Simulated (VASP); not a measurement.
LaAl4Cl3:

```
La Al Cl
1.0
     4.82368    0.00000    0.00000
    -2.41184    4.17743    0.00000
     0.00000    0.00000   10.56511
La Al Cl
1 4 3
Direct
  0.00000 0.00000 0.50000
  0.33333 0.66667 0.00000
  0.66667 0.33333 0.00000
  0.33333 0.66667 0.50000
  0.66667 0.33333 0.50000
  0.00000 0.00000 0.00000
  0.00000 0.00000 0.23333
  0.00000 0.00000 0.76667
```

The cell was built from a structure type or drawn by symmetry, and may not be a known phase.

* Program: VASP 6.6.1
* Task: relaxation of cell and atoms
* Functional: PBE
* Potentials or basis: VASP PAW PBE potentials, release 64 (La, Al, Cl)
* Cutoff: 600 eV
* k mesh: 6 × 6 × 2
* Occupations: gaussian, width 0.1 eV
* Spin: no spin polarisation

At the start: pressure 8.8 GPa; volume 26.61 Å³/atom.

Q: Where does the relaxation end?

A: Over 13 steps the energy falls by 368.4 meV/atom and the volume is 38.85 Å³/atom (+46.0 %); space group P6/mmm (No. 191, to 0.1 Å) before and after.

Step by step:
| step | energy change (eV) | largest force (eV/Å) | pressure (GPa) | volume (Å³) |
| --- | --- | --- | --- | --- |
| 1 | 0.0000 | 2.5893 | 8.79 | 212.89 |
| 2 | -1.9525 | 2.0585 | 1.02 | 261.12 |
| 3 | -2.1913 | 1.8304 | -0.75 | 286.94 |
| 4 | -2.2034 | 1.8036 | -1.03 | 292.31 |
| 5 | -2.5946 | 1.2986 | -0.53 | 289.67 |
| 6 | -2.7690 | 0.1706 | 0.86 | 285.96 |
| 7 | -2.7832 | 0.3363 | 0.38 | 286.95 |
| 8 | -2.7846 | 0.2255 | 0.48 | 286.72 |
| 9 | -2.8726 | 0.1463 | 0.35 | 291.84 |
| 10 | -2.9264 | 0.1044 | 0.29 | 298.53 |
| 11 | -2.9339 | 0.1063 | 0.29 | 301.50 |
| 12 | -2.9348 | 0.1086 | 0.29 | 302.82 |
| 13 | -2.9475 | 0.0251 | 0.01 | 310.78 |

Final structure:
```
La Al Cl
1.0
     5.33740    0.00000    0.00000
    -2.66870    4.62233    0.00000
     0.00000    0.00000   12.59685
La Al Cl
1 4 3
Direct
  0.00000 0.00000 0.50000
  0.33333 0.66667 0.00000
  0.66667 0.33333 0.00000
  0.33333 0.66667 0.50000
  0.66667 0.33333 0.50000
  0.00000 0.00000 0.00000
  0.00000 0.00000 0.28875
  0.00000 0.00000 0.71125
```

Caveat: the volume moved by over 15 % at a fixed basis, so the end points are rough.
